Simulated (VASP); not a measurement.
A run of VASP 6.6.1:

File INCAR:

```
PREC = Accurate
ENCUT = 600
EDIFF = 1E-6
ISMEAR = 0
SIGMA = 0.01
LREAL = False
LASPH = True
NELM = 100
ALGO = Normal
ISIF = 3
LWAVE = False
LCHARG = False
GGA = PS
IBRION = 2
NSW = 100
EDIFFG = -0.002
PSTRESS = 150.0
```

File KPOINTS:

```
regular mesh
0
Gamma
  8 8 8
```

File POSCAR:

```
GaP
1.0
    2.7192641266      2.7192641266      0.0000000000
   -2.7192641266      2.7192641266      0.0000000000
    0.0000000000      2.7192641266      2.7192641266
Ga P
1 1
Direct
    0.0000000000      0.0000000000      0.0000000000
    0.7500000000      0.2500000000      0.5000000000
```

Potentials or basis: VASP PAW PBE potentials, release 64 (Ga_d, P).

Launch:

```console
$ cat potpaw_PBE.64/Ga_d/POTCAR potpaw_PBE.64/P/POTCAR > POTCAR
$ mpirun -np 1 vasp_std > vasp.out
```

Hardware: 1 thread of AMD EPYC 7R13, on a shared host.

Question: How long does it take, and how much memory?

Answer: Run time: 2.6 min on 1 thread of AMD EPYC 7R13, with other jobs on the host, peak memory 0.17 GiB. Counts: scf iterations 58, k points 29, ion steps 7.
